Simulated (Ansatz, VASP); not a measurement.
# One calculation of Ir, two programs

INCAR

```
SYSTEM = Ir
ALGO = Normal ; EDIFF = 1E-8
ENCUT = 520 ; GGA = PS
ISIF = 2 ; ISMEAR = -1
LASPH = .TRUE. ; LCHARG = .FALSE.
LEFG = .TRUE. ; LREAL = .FALSE.
LWAVE = .FALSE. ; NBANDS = 10
NELM = 100 ; PREC = Accurate
SIGMA = 0.05
```

The input KPOINTS:

```
k-points
0
G
  15 15 15
  0 0 0
```

The input POSCAR:

```
Ir
1.0
    0.0000000000      1.9197000000      1.9197000000
    1.9197000000      0.0000000000      1.9197000000
    1.9197000000      1.9197000000      0.0000000000
Ir
1
Direct
    0.0000000000      0.0000000000      0.0000000000
```

Input for Ansatz:

```yaml
crystal:
  lattice:
    - [0.0, 1.9197, 1.9197]
    - [1.9197, 0.0, 1.9197]
    - [1.9197, 1.9197, 0.0]
  atoms:
    - { symbol: Ir, position: [0.0, 0.0, 0.0] }
kpoints:
  mp_grid: { grid: [15, 15, 15] }
  band_path:
    path:
      - [0.0, 0.0, 0.0]
      - [0.5, 0.0, 0.5]
      - [0.625, 0.25, 0.625]
      - [0.375, 0.375, 0.75]
      - [0.0, 0.0, 0.0]
      - [0.5, 0.5, 0.5]
      - [0.5, 0.25, 0.75]
      - [0.5, 0.0, 0.5]
    npoints: 5
scf:
  occupations: { method: fermi_dirac, width: 0.05 }
hamiltonian:
  xc: pbesol
  pseudopotentials: { kind: paw }
output:
  forces: true
  stress: true
  eigenvalues: true
  efg: { contact_densities: true }
```

Alike in both runs: task electric field gradients; functional PBEsol; k mesh 15 × 15 × 15; occupations fermi-dirac, width 0.05 eV; no spin polarisation.

```csv
,VASP,Ansatz
version,VASP 6.6.1,Ansatz 0.2.0
potentials or method,"VASP PAW PBE potentials, release 64 (Ir)","PAW with Ansatz's default frozen-core files, scalar-relativistic"
plane-wave cutoff (eV),520,420
valence electrons in the cell,9,17
```

|  | VASP | Ansatz | Ansatz less VASP |
| --- | --- | --- | --- |
| pressure (GPa) | -1.9 | -2.8 | -0.94 |

VASP's potentials were made for PBE, not for PBEsol. The functional is the same, so the differences come from potentials, cutoffs and numerics. VASP's potentials hold 9 valence electrons a cell and Ansatz's 17, so a difference there can come from the potentials and not from the codes.

Spin-orbit coupling is off throughout.
